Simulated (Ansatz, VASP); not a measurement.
KF in VASP and in Ansatz

The input INCAR:

```
PREC = Accurate
ENCUT = 520
EDIFF = 1E-7
ISMEAR = -1
SIGMA = 0.02
LREAL = F
LASPH = T
NELM = 60
ALGO = Normal
ISIF = 2
LWAVE = F
LCHARG = F
GGA = PE
NBANDS = 15
```

File KPOINTS:

```
Automatic mesh
0
Gamma
  8 8 8
```

Contents of POSCAR:

```
KF
1.0
    0.0000000000      2.6589614660      2.6589614660
    2.6589614660      0.0000000000      2.6589614660
    2.6589614660      2.6589614660      0.0000000000
K F
1 1
Direct
    0.0000000000      0.0000000000      0.0000000000
    0.5000000000      0.5000000000      0.5000000000
```

Input for Ansatz:

```yaml
crystal:
  lattice:
    - [0.0, 2.658961466, 2.658961466]
    - [2.658961466, 0.0, 2.658961466]
    - [2.658961466, 2.658961466, 0.0]
  atoms:
    - { symbol: K, position: [0.0, 0.0, 0.0] }
    - { symbol: F, position: [0.5, 0.5, 0.5] }
kpoints:
  mp_grid: { grid: [8, 8, 8] }
  band_path:
    path:
      - [[0.0, 0.0, 0.0], [0.5, -4.20722038351e-35, 0.5], [0.625, 0.25, 0.625]]
      - [[0.375, 0.375, 0.75], [0.0, 0.0, 0.0], [0.5, 0.5, 0.5], [0.5, 0.25, 0.75], [0.5, -4.20722038351e-35, 0.5]]
    npoints: 10
hamiltonian:
  xc: pbe
scf:
  occupations: { method: fermi_dirac, width: 0.02 }
  n_extra_bands: 4
output:
  forces: true
  stress: true
  eigenvalues: true
```

Alike in both runs: task single point; functional PBE; k mesh 8 × 8 × 8; occupations fermi-dirac, width 0.02 eV; no spin polarisation.

```csv
,VASP,Ansatz
version,VASP 6.6.1,Ansatz 0.2.0
potentials or method,"VASP PAW PBE potentials, release 64 (K_sv, F)","plane waves, PAW"
plane-wave cutoff (eV),520,420
valence electrons in the cell,16,16
```

|  | VASP | Ansatz | Ansatz less VASP |
| --- | --- | --- | --- |
| gap on the k mesh at the Fermi level (eV) | 6.24 | 6.26 | +0.017 |
| pressure (GPa) | 2.0 | 1.9 | -0.05 |
